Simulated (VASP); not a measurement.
C, 4 atoms in the cell. Symmetry: P6_3/mmc, No. 194, hexagonal system. Conventional cell: a = 2.456 Å, b = 2.456 Å, c = 6.696 Å, α = 90.00°, β = 90.00°, γ = 120.00°. C (site symmetry -6m2) has 3 C at 1.42 Å within 1.9 Å. C (site symmetry -6m2) has 3 C at 1.42 Å within 1.9 Å. 

* Program: VASP 6.6.1
* Task: single point
* Functional: PBE
* Dispersion: D3(BJ)
* Potentials or basis: VASP PAW PBE potentials, release 64 (C)
* Cutoff: 600 eV
* k mesh: 33 × 33 × 10
* Occupations: gaussian, width 0.1 eV
* Spin: no spin polarisation
* Dipole correction: no
* Further INCAR settings: ALGO = Normal; EDIFF = 1e-06; NBANDS = 16

Potentials or basis: VASP PAW PBE potentials, release 64 (C).

Command:

```console
$ cat potpaw_PBE.64/C/POTCAR > POTCAR
$ mpirun -np 1 vasp_std > vasp.out
```

Hardware: 1 thread of Intel(R) Xeon(R) 6975P-C (Granite Rapids), with other jobs on the host.

Q: How long does it take, and how much memory?

A: It took 2.3 min on 1 thread of Intel(R) Xeon(R) 6975P-C (Granite Rapids), with other jobs on the host, peak memory 0.41 GiB. Counts: scf iterations 12, k points 648.
